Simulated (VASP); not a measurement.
# NaF (Fmmm) in VASP: a series of runs

The runs below take NaF through single point, with PBE.

Program: VASP 6.6.1. These are calculated values, not measurements. Logs are shortened: lines on timing, memory, paths and dates and some standing lists are left out, and cuts for length are marked.

**1. The cell of the first run**

It takes space group Fmmm (No. 69, orthorhombic). Conventional cell: a = 4.298 Å, b = 4.647 Å, c = 4.995 Å, α = 90.00°, β = 90.00°, γ = 90.00°. Within 2.8 Å of Na (site symmetry mmm) lie 6 F at 2.15 to 2.50 Å. F (site symmetry mmm) has 6 Na at 2.15 to 2.50 Å within 2.8 Å.

**2. Single point, PBE (strain -0.0750 x Voigt [1, -1, 0, 0, 0, 0])**

INCAR

```
SYSTEM = NaF
  PREC = Accurate
  ENCUT = 520
  EDIFF = 1E-7
  ISMEAR = 0
  SIGMA = 0.05
  LREAL = .FALSE.
  LASPH = .TRUE.
  NELM = 60
  ALGO = Normal
  ISIF = 2
  LWAVE = .FALSE.
  LCHARG = .FALSE.
  GGA = PE
  NBANDS = 14
```

KPOINTS

```
regular mesh
0
G
  8 8 8
  0 0 0
```

POSCAR

```
NaF
1.0
    0.0000000000      2.4975475000      2.3233000000
    2.1490525000      0.0000000000      2.3233000000
    2.1490525000      2.4975475000      0.0000000000
Na F
1 1
Direct
    0.0000000000      0.0000000000      0.0000000000
    0.5000000000      0.5000000000      0.5000000000
```

Potentials or basis: VASP PAW PBE potentials, release 64 (Na_pv, F).

Launch:

```
$ cat potpaw_PBE.64/Na_pv/POTCAR potpaw_PBE.64/F/POTCAR > POTCAR
$ mpirun -np 1 vasp_std > vasp.out
```

OUTCAR:

```text
SYSTEM = NaF
   PREC = Accurate
   ENCUT = 520
   EDIFF = 1E-7
   ISMEAR = 0
   LREAL = .FALSE.
   LASPH = .TRUE.
   NELM = 60
   ISIF = 2
   GGA = PE

 ion  position               nearest neighbor table
   1  0.000  0.000  0.000-   2 2.15   2 2.15   2 2.32   2 2.32
   2  0.500  0.500  0.500-   1 2.15   1 2.15   1 2.32   1 2.32

  LATTYP: Found a face centered orthorhombic cell.
 ALAT       =     4.2981050000
 B/A-ratio  =     1.0810810811
 C/A-ratio  =     1.1621621622

  Lattice vectors:

 A1 = (   0.0000000000,   2.4975475000,  -2.3233000000)
 A2 = (   2.1490525000,   2.4975475000,   0.0000000000)
 A3 = (   2.1490525000,   0.0000000000,  -2.3233000000)

Analysis of symmetry for initial positions (statically):
=====================================================================
 Subroutine PRICEL returns:
 Original cell was already a primitive cell.

 Routine SETGRP: Setting up the symmetry group for a
 face centered orthorhombic supercell.

 Subroutine GETGRP returns: Found  8 space group operations
 (whereof  8 operations were pure point group operations)
 out of a pool of  8 trial point group operations.

The static configuration has the point symmetry D_2h.

Analysis of symmetry for dynamics (positions and initial velocities):
=====================================================================
 Subroutine PRICEL returns:
 Original cell was already a primitive cell.

 Routine SETGRP: Setting up the symmetry group for a
 face centered orthorhombic supercell.

 Subroutine GETGRP returns: Found  8 space group operations
 (whereof  8 operations were pure point group operations)
 out of a pool of  8 trial point group operations.

The dynamic configuration has the point symmetry D_2h.

 Subroutine INISYM returns: Found  8 space group operations
 (whereof  8 operations are pure point group operations),
 and found     1 'primitive' translations

----------------------------------------------------------------------------------------

                                     Primitive cell

  volume of cell :      24.9400

  direct lattice vectors                    reciprocal lattice vectors
     0.000000000  2.497547500  2.323300000    -0.232660673  0.200196393  0.215211122
     2.149052500  0.000000000  2.323300000     0.232660673 -0.200196393  0.215211122
     2.149052500  2.497547500  0.000000000     0.232660673  0.200196393 -0.215211122

  length of vectors
     3.411079947  3.164830096  3.294870280     0.374867192  0.374867192  0.374867192

  position of ions in fractional coordinates (direct lattice)
     0.000000000  0.000000000  0.000000000
     0.500000000  0.500000000  0.500000000

  ion indices of the primitive-cell ions
   primitive index   ion index
                 1           1
                 2           2

----------------------------------------------------------------------------------------

 KPOINTS: regular mesh

Automatic generation of k-mesh.
 Grid dimensions read from file:
 generate k-points for:    8    8    8

 Generating k-lattice:

  Cartesian coordinates                     Fractional coordinates (reciprocal lattice)
    -0.029082584  0.025024549  0.026901390     0.125000000 -0.000000000  0.000000000
     0.029082584 -0.025024549  0.026901390    -0.000000000  0.125000000  0.000000000
     0.029082584  0.025024549 -0.026901390     0.000000000  0.000000000  0.125000000

  Length of vectors
     0.046858399  0.046858399  0.046858399

  Shift w.r.t. Gamma in fractional coordinates (k-lattice)
     0.000000000  0.000000000  0.000000000

 Subroutine IBZKPT returns following result:
 ===========================================

 Found     95 irreducible k-points:

 Following reciprocal coordinates:
            Coordinates               Weight
  0.000000  0.000000  0.000000      1.000000
  0.125000  0.000000  0.000000      8.000000
  0.250000  0.000000  0.000000      8.000000
  0.375000  0.000000 -0.000000      8.000000
  0.500000  0.000000  0.000000      4.000000
  0.125000  0.125000  0.000000      2.000000
[... 16 lines left out ...]
  0.250000 -0.000000  0.125000      8.000000
  0.375000  0.000000  0.125000      8.000000
 [... further k-points ...]
   k-points           NKPTS =     95   k-points in BZ     NKDIM =     95   number of bands    NBANDS=     14
   number of dos      NEDOS =    301   number of ions     NIONS =      2
   total plane-waves  NPLWV =  18816
   dimension x,y,z NGX =    28 NGY =   24 NGZ =   28
   dimension x,y,z NGXF=    56 NGYF=   48 NGZF=   56
   ions per type =               1   1
   NGX,Y,Z   is equivalent  to a cutoff of  13.65, 12.61, 14.13 a.u.
   NGXF,Y,Z  is equivalent  to a cutoff of  27.29, 25.21, 28.26 a.u.
 SYSTEM =  NaF
   PREC   = accura    normal or accurate (medium, high low for compatibility)
   ISTART =      0    job   : 0-new  1-cont  2-samecut
   ICHARG =      2    charge: 1-file 2-atom 10-const
   ISPIN  =      1    spin polarized calculation?
   LNONCOLLINEAR =      F non collinear calculations
   LSORBIT =      F    spin-orbit coupling
   LASPH  =      T    aspherical Exc in radial PAW
   ENCUT  =  520.0 eV  38.22 Ry    6.18 a.u.   6.34  5.88  6.13*2*pi/ulx,y,z
   NELM   =     60;   NELMIN=  2; NELMDL= -5     # of ELM steps
   EDIFF  = 0.1E-06   stopping-criterion for ELM
   LREAL  =      F    real-space projection
   EDIFFG = 0.1E-05   stopping-criterion for IOM
   NSW    =      0    number of steps for IOM
   IBRION =     -1    ionic relax: 0-MD 1-quasi-New 2-CG
   NFREE  =      0    steps in history (QN), initial steepest desc. (CG)
   ISIF   =      2    stress and relaxation
   ISYM   =      2    0-nonsym 1-usesym 2-fastsym
   POTIM  = 0.5000    time-step for ionic-motion
   TEBEG  =    0.0;   TEEND  =   0.0 temperature during run
   PSTRESS=    0.0 pullay stress
   NELECT =      14.0000    total number of electrons
   NUPDOWN=      -1.0000    fix difference up-down
   EMIN   =  10.00;   EMAX   =-10.00  energy-range for DOS
   EFERMI =   0.00;   METHOD = LEGACY
   ISMEAR =     0;   SIGMA  =   0.05  broadening in eV -4-tet -1-fermi 0-gaus
   EFERMI_NEDOS =   21; number of points for ismear=-14 and -15
   IALGO  =     38    algorithm
   IMIX   =      4    mixing-type and parameters
     AMIX     =   0.40;   BMIX     =  1.00
     AMIX_MAG =   1.60;   BMIX_MAG =  1.00
  volume/ion in A,a.u.               =      12.47        84.15
  Fermi-wavevector in a.u.,A,eV,Ry     =   1.350472  2.552021 24.813949  1.823774
  Thomas-Fermi vector in A             =   2.477973
   LORBIT       =      0    0 simple, 1 ext, 2 COOP (PROOUT), +10 PAW based schemes
   GGA     = PE    functional components
   LHFCALC =     F    Hartree Fock is set to
   AEXX    =    0.0000 exact exchange contribution
   IVDW    =     0    specifies the selected vdW correction
   LEPSILON=     F    determine dielectric tensor
   LRPA    =     F    only Hartree local field effects (RPA)
 non-spin polarized calculation
 Gauss-broadening in eV      SIGMA  =   0.05
  energy-cutoff  :      520.00
  volume of cell :       24.94
 maximum number of plane-waves:       684
 NGX is ok and might be reduce to    28
   NGX = 13   NGY = 11   NGZ = 13

 number of electron      14.0000001 magnetization

 Free energy of the ion-electron system (eV)
  ---------------------------------------------------
  ext. energy  EPLUGINS =         0.00000000
  ---------------------------------------------------
  free energy    TOTEN  =        -8.48048001 eV

  energy without entropy =       -8.48048001  energy(sigma->0) =       -8.48048001

 E-fermi :  -1.8242     XC(G=0):  -9.1188

 val. band max:       -2.0926924940   @ k =   0.0000   0.0000   0.0000
 cond. band min:       4.1556011506   @ k =   0.0000   0.0000   0.0000
 fundamental gap:      6.2482936446
 Fermi energy:        -1.8242137181

 k-point     1 :       0.0000    0.0000    0.0000
  band No.  band energies     occupation
      1     -21.2892      2.00000
      2     -21.0226      2.00000
      3     -20.9874      2.00000
      4     -20.9733      2.00000
      5      -2.1126      2.00000
      6      -2.0997      2.00000
      7      -2.0927      2.00000
      8       4.1556      0.00000
      9      16.4968      0.00000
     10      17.0280      0.00000
     11      17.5453      0.00000
     12      19.9065      0.00000
     13      20.1562      0.00000
     14      22.9993      0.00000

 k-point     2 :       0.1250    0.0000    0.0000
  band No.  band energies     occupation
      1     -21.5028      2.00000
      2     -21.0226      2.00000
      3     -20.9841      2.00000
      4     -20.7429      2.00000
      5      -2.3956      2.00000
      6      -2.1547      2.00000
      7      -2.1298      2.00000
      8       4.6986      0.00000
      9      15.2466      0.00000
     10      16.8600      0.00000
     11      17.5874      0.00000
     12      19.7385      0.00000
     13      21.7015      0.00000
     14      22.9842      0.00000

 k-point     3 :       0.2500    0.0000    0.0000
  band No.  band energies     occupation
      1     -21.7557      2.00000
      2     -21.0319      2.00000
      3     -20.9854      2.00000
      4     -20.4312      2.00000
      5      -2.9957      2.00000
      6      -2.2667      2.00000
      7      -2.2096      2.00000
      8       6.0129      0.00000
      9      13.1019      0.00000
     10      17.0737      0.00000
     11      18.3273      0.00000
     12      19.4243      0.00000
     13      21.6240      0.00000
     14      22.8265      0.00000

 k-point     4 :       0.3750    0.0000   -0.0000
  band No.  band energies     occupation
      1     -21.9220      2.00000
      2     -21.0414      2.00000
      3     -20.9866      2.00000
      4     -20.2043      2.00000
      5      -3.4989      2.00000
      6      -2.3761      2.00000
      7      -2.2882      2.00000
      8       7.5877      0.00000
      9      11.3548      0.00000
     10      17.0167      0.00000
     11      19.1059      0.00000
     12      19.6843      0.00000
     13      21.1869      0.00000
     14      22.5342      0.00000

 k-point     5 :       0.5000    0.0000    0.0000
  band No.  band energies     occupation
      1     -21.9795      2.00000
      2     -21.0454      2.00000
      3     -20.9871      2.00000
      4     -20.1215      2.00000
      5      -3.6884      2.00000
      6      -2.4207      2.00000
      7      -2.3205      2.00000
      8       8.6538      0.00000
      9      10.3080      0.00000
     10      16.9383      0.00000
     11      19.3776      0.00000
[... 276 lines left out ...]
 k-point    22 :       0.1250    0.0000    0.1250
  band No.  band energies     occupation
      1     -21.3807      2.00000
      2     -20.9914      2.00000
      3     -20.9797      2.00000
      4     -20.9123      2.00000
      5      -2.4240      2.00000
      6      -2.1491      2.00000
      7      -2.1310      2.00000
      8       4.8137      0.00000
      9      15.1116      0.00000
     10      17.3201      0.00000
     11      17.6583      0.00000
     12      18.4514      0.00000
     13      22.0414      0.00000
     14      23.3701      0.00000

 k-point    23 :       0.2500   -0.0000    0.1250
  band No.  band energies     occupation
      1     -21.5543      2.00000
      2     -21.0226      2.00000
      3     -20.9916      2.00000
      4     -20.6722      2.00000
      5      -2.8174      2.00000
      6      -2.2542      2.00000
      7      -2.2020      2.00000
      8       5.8134      0.00000
      9      13.7784      0.00000
     10      16.8877      0.00000
     11      17.8970      0.00000
     12      18.1044      0.00000
     13      23.0022      0.00000
     14      23.9043      0.00000

 k-point    24 :       0.3750    0.0000    0.1250
  band No.  band energies     occupation
      1     -21.7662      2.00000
      2     -21.0461      2.00000
      3     -20.9932      2.00000
      4     -20.3898      2.00000
      5      -3.2688      2.00000
      6      -2.4255      2.00000
      7      -2.2823      2.00000
      8       7.2720      0.00000
      9      12.1985      0.00000
     10      16.1042      0.00000
     11      18.4225      0.00000
     12      18.7369      0.00000
     13      22.5720      0.00000
     14      23.6652      0.00000

 [... further k-points ...]
[... 5 lines left out ...]
  --------------------------------------------------------------------------------------
  -------------------------------------------------------------------------------------
  Total        1.9394499     -0.3403741      0.3250916      0.0000000      0.0000000      0.0000000
  in kB      124.5928390    -21.8660815     20.8843191      0.0000000      0.0000000      0.0000000
  external PRESSURE =      41.2036922 kB  Pullay stress =       0.0000000 kB

 VOLUME and BASIS-vectors are now :
 -----------------------------------------------------------------------------
  energy-cutoff  :      520.00
  volume of cell :       24.94
      direct lattice vectors                 reciprocal lattice vectors
     0.000000000  2.497547500  2.323300000    -0.232660673  0.200196393  0.215211122
     2.149052500  0.000000000  2.323300000     0.232660673 -0.200196393  0.215211122
     2.149052500  2.497547500  0.000000000     0.232660673  0.200196393 -0.215211122

 POSITION                                       TOTAL-FORCE (eV/Angst)
 -----------------------------------------------------------------------------------
      0.00000      0.00000      0.00000        -0.000000      0.000000      0.000000
      2.14905      2.49755      2.32330         0.000000     -0.000000      0.000000
 -----------------------------------------------------------------------------------
    total drift:                                0.000000      0.000000      0.000000

  FREE ENERGIE OF THE ION-ELECTRON SYSTEM (eV)
  ---------------------------------------------------
  free  energy   TOTEN  =        -8.4804800068 eV

  energy  without entropy=       -8.4804800068  energy(sigma->0) =       -8.48048001
```

It took 20 s on 1 thread of Intel Xeon Platinum 8488C (Sapphire Rapids), shared host; peak memory 0.16 GiB.

What came out:

| Property | Result |
| --- | --- |
| Free energy | -8.4805 eV |
| Pressure | 4.1 GPa |
| Band gap on the k mesh | 6.25 eV, direct |

Caveat: the cell differs from its parent crystal (strain -0.0750 x Voigt [1, -1, 0, 0, 0, 0]).

**3. Single point, PBE (strain +0.0375 x Voigt [1, -1, 0, 0, 0, 0])**

INCAR

```
ALGO = Normal
EDIFF = 1E-6
ENCUT = 520
GGA = PE
ISIF = 2
ISMEAR = 0
LASPH = T
LCHARG = T
LELF = T
LREAL = F
LVHAR = T
LWAVE = F
NBANDS = 14
NELM = 60
PREC = Accurate
SIGMA = 0.05
```

KPOINTS

```
k-points
0
Gamma
  8 8 8
```

POSCAR

```
NaF
1.0
    0.0000000000      2.2361762500      2.3233000000
    2.4104237500      0.0000000000      2.3233000000
    2.4104237500      2.2361762500      0.0000000000
Na F
1 1
Direct
    0.0000000000      0.0000000000      0.0000000000
    0.5000000000      0.5000000000      0.5000000000
```

Potentials or basis: VASP PAW PBE potentials, release 64 (Na_pv, F).

Launch:

```
$ cat potpaw_PBE.64/Na_pv/POTCAR potpaw_PBE.64/F/POTCAR > POTCAR
$ mpirun -np 1 vasp_std > vasp.out
```

Wall time 15 s (1 thread of Intel Xeon Platinum 8488C (Sapphire Rapids), shared host); peak memory 0.15 GiB.

The run converged. Its results:

| Quantity | Value |
| --- | --- |
| Free energy | -8.5445 eV |
| Pressure | 2.2 GPa |
| Band gap on the k mesh | 6.25 eV, direct |

Stress tensor (GPa, compression positive):
```
-0.89  0.00  0.00
 0.00  5.74  0.00
 0.00  0.00  1.70
```

Levels at points of the mesh, in eV from the valence-band top:
| k point | band 3 | band 4 | band 5 | band 6 | band 7 | band 8 | band 9 | band 10 | band 11 | band 12 |
| --- | --- | --- | --- | --- | --- | --- | --- | --- | --- | --- |
| (0.00, 0.00, 0.00) | -18.95 | -18.94 | 0.00 | 0.00 | 0.00 | 6.25 | 18.71 | 18.97 | 19.23 | 21.82 |
| (0.50, 0.00, 0.00) | -18.95 | -18.16 | -1.58 | -0.28 | -0.23 | 10.73 | 12.40 | 19.47 | 20.69 | 22.36 |
| (0.50, 0.50, 0.00) | -19.01 | -18.92 | -1.27 | -0.45 | -0.34 | 13.09 | 13.33 | 13.52 | 19.35 | 20.09 |
| (0.50, 0.00, 0.50) | -19.02 | -18.90 | -1.20 | -0.50 | -0.43 | 12.93 | 13.62 | 13.71 | 19.06 | 19.43 |
| (0.00, 0.50, 0.50) | -18.99 | -18.94 | -1.32 | -0.37 | -0.32 | 12.60 | 13.41 | 13.66 | 19.96 | 20.33 |

Caveat: the cell differs from its parent crystal (strain +0.0375 x Voigt [1, -1, 0, 0, 0, 0]).

(Part 1 of 2 ends here.)
